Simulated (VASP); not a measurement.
# Mo (Fm-3m) in VASP: notebook

Runs on Mo. Level: PBE. Tasks: single point.

Program: VASP 6.6.1. These are calculated values, not measurements. Logs are shortened: lines on timing, memory, paths and dates and some standing lists are left out, and cuts for length are marked.

**1. The cell of the first run**

It takes space group Fm-3m (No. 225, cubic). The conventional cell has a = 3.891 Å, b = 3.891 Å, c = 3.891 Å, α = 90.00°, β = 90.00°, γ = 90.00°. Mo (site symmetry m-3m) has 12 Mo at 2.75 Å within 3.6 Å.

**2. Single point, PBE**

File INCAR:

```
SYSTEM = Mo
PREC = Accurate
ENCUT = 520
EDIFF = 1E-6
ISMEAR = -1
SIGMA = 0.15
LREAL = .FALSE.
LASPH = .TRUE.
NELM = 60
ALGO = Normal
ISIF = 2
LWAVE = .FALSE.
LCHARG = .TRUE.
GGA = PE
LELF = .TRUE.
LVHAR = .TRUE.
NBANDS = 13
```

File KPOINTS:

```
Automatic mesh
0
G
  10 10 10
  0 0 0
```

File POSCAR:

```
Mo
1.0
    0.0000000000      1.9454611100      1.9454611100
    1.9454611100      0.0000000000      1.9454611100
    1.9454611100      1.9454611100      0.0000000000
Mo
1
Direct
    0.0000000000      0.0000000000      0.0000000000
```

Potentials or basis: VASP PAW PBE potentials, release 64 (Mo_sv).

Started as:

```sh
$ cat potpaw_PBE.64/Mo_sv/POTCAR > POTCAR
$ mpirun -np 1 vasp_std > vasp.out
```

OUTCAR:

```text
SYSTEM = Mo
   PREC = Accurate
   ENCUT = 520
   EDIFF = 1E-6
   ISMEAR = -1
   LREAL = .FALSE.
   LASPH = .TRUE.
   NELM = 60
   ISIF = 2
   GGA = PE

 ion  position               nearest neighbor table
   1  0.000  0.000  0.000-

  LATTYP: Found a face centered cubic cell.
 ALAT       =     3.8909222200

  Lattice vectors:

 A1 = (   0.0000000000,   1.9454611100,   1.9454611100)
 A2 = (   1.9454611100,   0.0000000000,   1.9454611100)
 A3 = (   1.9454611100,   1.9454611100,   0.0000000000)

Analysis of symmetry for initial positions (statically):
=====================================================================
 Subroutine PRICEL returns:
 Original cell was already a primitive cell.

 Routine SETGRP: Setting up the symmetry group for a
 face centered cubic supercell.

 Subroutine GETGRP returns: Found 48 space group operations
 (whereof 48 operations were pure point group operations)
 out of a pool of 48 trial point group operations.

The static configuration has the point symmetry O_h .

Analysis of symmetry for dynamics (positions and initial velocities):
=====================================================================
 Subroutine PRICEL returns:
 Original cell was already a primitive cell.

 Routine SETGRP: Setting up the symmetry group for a
 face centered cubic supercell.

 Subroutine GETGRP returns: Found 48 space group operations
 (whereof 48 operations were pure point group operations)
 out of a pool of 48 trial point group operations.

The dynamic configuration has the point symmetry O_h .

 Subroutine INISYM returns: Found 48 space group operations
 (whereof 48 operations are pure point group operations),
 and found     1 'primitive' translations

----------------------------------------------------------------------------------------

                                     Primitive cell

  volume of cell :      14.7264

  direct lattice vectors                    reciprocal lattice vectors
     0.000000000  1.945461110  1.945461110    -0.257008479  0.257008479  0.257008479
     1.945461110  0.000000000  1.945461110     0.257008479 -0.257008479  0.257008479
     1.945461110  1.945461110  0.000000000     0.257008479  0.257008479 -0.257008479

  length of vectors
     2.751297487  2.751297487  2.751297487     0.445151743  0.445151743  0.445151743

  position of ions in fractional coordinates (direct lattice)
     0.000000000  0.000000000  0.000000000

  ion indices of the primitive-cell ions
   primitive index   ion index
                 1           1

----------------------------------------------------------------------------------------

 KPOINTS: Automatic mesh

Automatic generation of k-mesh.
 Grid dimensions read from file:
 generate k-points for:   10   10   10

 Generating k-lattice:

  Cartesian coordinates                     Fractional coordinates (reciprocal lattice)
    -0.025700848  0.025700848  0.025700848     0.100000000  0.000000000  0.000000000
     0.025700848 -0.025700848  0.025700848     0.000000000  0.100000000  0.000000000
     0.025700848  0.025700848 -0.025700848     0.000000000  0.000000000  0.100000000

  Length of vectors
     0.044515174  0.044515174  0.044515174

  Shift w.r.t. Gamma in fractional coordinates (k-lattice)
     0.000000000  0.000000000  0.000000000

 Subroutine IBZKPT returns following result:
 ===========================================

 Found     47 irreducible k-points:

 Following reciprocal coordinates:
            Coordinates               Weight
  0.000000  0.000000  0.000000      1.000000
  0.100000  0.000000  0.000000      8.000000
  0.200000  0.000000  0.000000      8.000000
  0.300000  0.000000  0.000000      8.000000
  0.400000  0.000000  0.000000      8.000000
  0.500000  0.000000  0.000000      4.000000
[... 16 lines left out ...]
  0.300000  0.300000  0.000000      6.000000
  0.400000  0.300000  0.000000     24.000000
 [... further k-points ...]
   k-points           NKPTS =     47   k-points in BZ     NKDIM =     47   number of bands    NBANDS=     13
   number of dos      NEDOS =    301   number of ions     NIONS =      1
   total plane-waves  NPLWV =   8000
   dimension x,y,z NGX =    20 NGY =   20 NGZ =   20
   dimension x,y,z NGXF=    40 NGYF=   40 NGZF=   40
   ions per type =               1
   NGX,Y,Z   is equivalent  to a cutoff of  12.08, 12.08, 12.08 a.u.
   NGXF,Y,Z  is equivalent  to a cutoff of  24.17, 24.17, 24.17 a.u.
 SYSTEM =  Mo
   PREC   = accura    normal or accurate (medium, high low for compatibility)
   ISTART =      0    job   : 0-new  1-cont  2-samecut
   ICHARG =      2    charge: 1-file 2-atom 10-const
   ISPIN  =      1    spin polarized calculation?
   LNONCOLLINEAR =      F non collinear calculations
   LSORBIT =      F    spin-orbit coupling
   LASPH  =      T    aspherical Exc in radial PAW
   ENCUT  =  520.0 eV  38.22 Ry    6.18 a.u.   5.12  5.12  5.12*2*pi/ulx,y,z
   NELM   =     60;   NELMIN=  2; NELMDL= -5     # of ELM steps
   EDIFF  = 0.1E-05   stopping-criterion for ELM
   LREAL  =      F    real-space projection
   EDIFFG = 0.1E-04   stopping-criterion for IOM
   NSW    =      0    number of steps for IOM
   IBRION =     -1    ionic relax: 0-MD 1-quasi-New 2-CG
   NFREE  =      0    steps in history (QN), initial steepest desc. (CG)
   ISIF   =      2    stress and relaxation
   ISYM   =      2    0-nonsym 1-usesym 2-fastsym
   POTIM  = 0.5000    time-step for ionic-motion
   TEBEG  =    0.0;   TEEND  =   0.0 temperature during run
   PSTRESS=    0.0 pullay stress
   NELECT =      14.0000    total number of electrons
   NUPDOWN=      -1.0000    fix difference up-down
   EMIN   =  10.00;   EMAX   =-10.00  energy-range for DOS
   EFERMI =   0.00;   METHOD = LEGACY
   ISMEAR =    -1;   SIGMA  =   0.15  broadening in eV -4-tet -1-fermi 0-gaus
   EFERMI_NEDOS =   21; number of points for ismear=-14 and -15
   IALGO  =     38    algorithm
   IMIX   =      4    mixing-type and parameters
     AMIX     =   0.40;   BMIX     =  1.00
     AMIX_MAG =   1.60;   BMIX_MAG =  1.00
  volume/ion in A,a.u.               =      14.73        99.38
  Fermi-wavevector in a.u.,A,eV,Ry     =   1.609725  3.041939 35.255604  2.591214
  Thomas-Fermi vector in A             =   2.705389
   LORBIT       =      0    0 simple, 1 ext, 2 COOP (PROOUT), +10 PAW based schemes
   GGA     = PE    functional components
   LHFCALC =     F    Hartree Fock is set to
   AEXX    =    0.0000 exact exchange contribution
   IVDW    =     0    specifies the selected vdW correction
   LEPSILON=     F    determine dielectric tensor
   LRPA    =     F    only Hartree local field effects (RPA)
 non-spin polarized calculation
  energy-cutoff  :      520.00
  volume of cell :       14.73
 maximum number of plane-waves:       411
   NGX = 11   NGY = 11   NGZ = 11

 number of electron      14.0000004 magnetization

 Free energy of the ion-electron system (eV)
  ---------------------------------------------------
  ext. energy  EPLUGINS =         0.00000000
  ---------------------------------------------------
  free energy    TOTEN  =       -10.46519226 eV

  energy without entropy =      -10.38395587  energy(sigma->0) =      -10.42457407

 E-fermi :  13.1788     XC(G=0): -13.7089

 val. band max:       13.0841086364   @ k =  -0.4000   0.2000   0.1000
 cond. band min:      13.2595671344   @ k =  -0.4000   0.4000   0.1000
 fundamental gap:      0.1754584981
 Fermi energy:        13.1788288155

 k-point     1 :       0.0000    0.0000    0.0000
  band No.  band energies     occupation
      1     -47.5509      2.00000
      2     -20.6893      2.00000
      3     -20.6893      2.00000
      4     -20.6893      2.00000
      5       6.1665      2.00000
      6      12.2869      1.99478
      7      12.2869      1.99478
      8      12.2869      1.99478
      9      15.3121      0.00000
     10      15.3121      0.00000
     11      26.2536      0.00000
     12      31.9350      0.00000
     13      31.9350      0.00000

 k-point     2 :       0.1000    0.0000    0.0000
  band No.  band energies     occupation
      1     -47.5213      2.00000
      2     -20.8633      2.00000
      3     -20.7106      2.00000
      4     -20.7106      2.00000
      5       6.6046      2.00000
      6      11.9966      1.99924
      7      12.4802      1.98120
      8      12.4802      1.98120
      9      15.1553      0.00000
     10      15.1553      0.00000
     11      27.0981      0.00000
     12      30.4334      0.00000
     13      32.7440      0.00000

 k-point     3 :       0.2000    0.0000    0.0000
  band No.  band energies     occupation
      1     -47.4434      2.00000
      2     -21.3060      2.00000
      3     -20.7660      2.00000
      4     -20.7660      2.00000
      5       7.6410      2.00000
      6      11.5972      1.99995
      7      12.7613      1.88358
      8      12.7613      1.88358
      9      15.1158      0.00000
     10      15.1158      0.00000
     11      27.7476      0.00000
     12      29.6517      0.00000
     13      34.9533      0.00000

 k-point     4 :       0.3000    0.0000    0.0000
  band No.  band energies     occupation
      1     -47.3455      2.00000
      2     -21.8301      2.00000
      3     -20.8335      2.00000
      4     -20.8335      2.00000
      5       8.2921      2.00000
      6      12.2506      1.99590
      7      12.5716      1.96570
      8      12.5716      1.96570
      9      15.9117      0.00000
     10      15.9117      0.00000
     11      26.2125      0.00000
     12      30.3601      0.00000
     13      37.3831      0.00000

 k-point     5 :       0.4000    0.0000    0.0000
  band No.  band energies     occupation
      1     -47.2649      2.00000
      2     -22.2380      2.00000
      3     -20.8875      2.00000
      4     -20.8875      2.00000
      5       8.2098      2.00000
      6      12.2168      1.99673
      7      12.2168      1.99673
      8      14.0041      0.00812
      9      17.0785      0.00000
     10      17.0785      0.00000
     11      25.3437      0.00000
     12      27.9454      0.00000
     13      34.2488      0.00000

 k-point     6 :       0.5000    0.0000    0.0000
  band No.  band energies     occupation
      1     -47.2338      2.00000
      2     -22.3904      2.00000
      3     -20.9079      2.00000
      4     -20.9079      2.00000
      5       8.1060      2.00000
      6      12.0683      1.99878
      7      12.0683      1.99878
      8      15.0171      0.00001
      9      17.6476      0.00000
     10      17.6476      0.00000
     11      25.5504      0.00000
     12      25.9936      0.00000
     13      33.0307      0.00000

 k-point     7 :       0.1000    0.1000    0.0000
  band No.  band energies     occupation
      1     -47.5116      2.00000
      2     -20.8584      2.00000
      3     -20.7489      2.00000
      4     -20.7489      2.00000
      5       6.7514      2.00000
      6      11.7364      1.99987
      7      12.6508      1.94252
      8      12.6508      1.94252
      9      14.6668      0.00010
     10      15.4975      0.00000
     11      27.4087      0.00000
     12      31.0339      0.00000
     13      32.3663      0.00000
[... 193 lines left out ...]
 k-point    20 :      -0.4000    0.2000    0.0000
  band No.  band energies     occupation
      1     -47.1920      2.00000
      2     -22.1703      2.00000
      3     -21.3463      2.00000
      4     -20.9937      2.00000
      5       9.3384      2.00000
      6      10.7930      2.00000
      7      12.7524      1.88990
      8      13.3169      0.56980
      9      16.9083      0.00000
     10      20.8440      0.00000
     11      25.0633      0.00000
     12      28.8420      0.00000
     13      31.4659      0.00000

 k-point    21 :      -0.3000    0.2000    0.0000
  band No.  band energies     occupation
      1     -47.2355      2.00000
      2     -21.9958      2.00000
      3     -21.3289      2.00000
      4     -20.9101      2.00000
      5       9.7152      2.00000
      6      11.2113      2.00000
      7      11.7648      1.99984
      8      13.3865      0.40048
      9      15.4350      0.00000
     10      19.8172      0.00000
     11      27.0776      0.00000
     12      29.7294      0.00000
     13      31.0844      0.00000

 k-point    22 :      -0.2000    0.2000    0.0000
  band No.  band energies     occupation
      1     -47.3118      2.00000
      2     -21.7437      2.00000
      3     -21.1681      2.00000
      4     -20.8238      2.00000
      5       9.4980      2.00000
      6      10.8575      2.00000
      7      12.0088      1.99918
      8      13.6947      0.06221
      9      14.1170      0.00384
     10      18.0879      0.00000
     11      28.2043      0.00000
     12      31.4857      0.00000
     13      32.2769      0.00000

 k-point    23 :       0.3000    0.3000    0.0000
  band No.  band energies     occupation
      1     -47.2780      2.00000
      2     -21.7675      2.00000
      3     -21.0889      2.00000
      4     -21.0889      2.00000
      5       8.6559      2.00000
      6       9.3805      2.00000
      7      13.8346      0.02495
      8      15.3515      0.00000
      9      15.3515      0.00000
     10      16.7114      0.00000
     11      31.0799      0.00000
     12      31.0799      0.00000
     13      31.1369      0.00000

 k-point    24 :       0.4000    0.3000    0.0000
  band No.  band energies     occupation
      1     -47.2145      2.00000
      2     -21.9852      2.00000
      3     -21.2121      2.00000
      4     -21.1549      2.00000
      5       8.5550      2.00000
      6       9.1584      2.00000
      7      13.8811      0.01836
      8      15.5774      0.00000
      9      17.4750      0.00000
     10      17.5052      0.00000
     11      28.3881      0.00000
     12      29.8375      0.00000
     13      30.8687      0.00000

 [... further k-points ...]
[... 5 lines left out ...]
  --------------------------------------------------------------------------------------
  -------------------------------------------------------------------------------------
  Total        2.2883218      2.2883218      2.2883218     -0.0000000     -0.0000000     -0.0000000
  in kB      248.9602522    248.9602522    248.9602522     -0.0000000     -0.0000000     -0.0000000
  external PRESSURE =     248.9602522 kB  Pullay stress =       0.0000000 kB

 VOLUME and BASIS-vectors are now :
 -----------------------------------------------------------------------------
  energy-cutoff  :      520.00
  volume of cell :       14.73
      direct lattice vectors                 reciprocal lattice vectors
     0.000000000  1.945461110  1.945461110    -0.257008479  0.257008479  0.257008479
     1.945461110  0.000000000  1.945461110     0.257008479 -0.257008479  0.257008479
     1.945461110  1.945461110  0.000000000     0.257008479  0.257008479 -0.257008479

 POSITION                                       TOTAL-FORCE (eV/Angst)
 -----------------------------------------------------------------------------------
      0.00000      0.00000      0.00000         0.000000     -0.000000      0.000000
 -----------------------------------------------------------------------------------
    total drift:                                0.000000     -0.000000     -0.000000

  FREE ENERGIE OF THE ION-ELECTRON SYSTEM (eV)
  ---------------------------------------------------
  free  energy   TOTEN  =       -10.4651922646 eV

  energy  without entropy=      -10.3839558684  energy(sigma->0) =      -10.42457407
```

Run time: 7.5 s. Hardware: 1 thread of Intel Xeon 8259CL, shared host; peak memory 0.13 GiB.

What came out:

```yaml
Free_energy: -10.4652 eV
Pressure: 24.9 GPa
Band_gap_on_the_k_mesh: zero (band 7 reaches 17.61 eV, above the bottom of band 8 at 12.29 eV)
```

[end of part 1 of 2]
